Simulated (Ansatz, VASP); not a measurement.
## CuO in VASP and in Ansatz

```
Cu O
1.0
     2.83633    0.00000    0.00000
    -1.41816    2.45633    0.00000
     0.00000    0.00000    2.76811
Cu O
1 1
Direct
  0.00000 0.00000 0.00000
  0.66667 0.33333 0.50000
```

Alike in both runs: task single point; functional PBEsol; k mesh 8 × 8 × 7; occupations gaussian, width 0.05 eV; collinear spin; Hubbard terms Cu d U = 3.0 eV.

|  | VASP | Ansatz |
| --- | --- | --- |
| version | VASP 6.6.1 | Ansatz 0.2.0 |
| potentials or method | VASP PAW PBE potentials, release 64 (Cu_sv_GW, O), cutoff 820 eV | scalar-relativistic, plane waves, PAW |
| valence electrons in the cell | 25 | 25 |

|  | VASP | Ansatz | Ansatz less VASP |
| --- | --- | --- | --- |
| gap on the k mesh at the Fermi level (eV) | none | none | - |
| pressure (GPa) | -9.1 | -5.7 | +3.36 |
| traceless stress, the component that is largest in VASP (GPa) | -7.08 | -5.85 | +1.222 |
| net moment per atom (μB) | 0.50 | 0.49 | -0.006 |
| size of the moment on the site where the two differ most (μB) | 0.45 | 0.52 | +0.074 |

VASP's potentials were made for PBE, not for PBEsol. Site moments also hang on the region over which each program counts them. The programs project onto different local orbitals, so the same U acts differently, and such runs can settle in different states. A gap of «none» marks a metal or a gap that the smearing closes. Ansatz's warnings: filled band counts differ across k points.
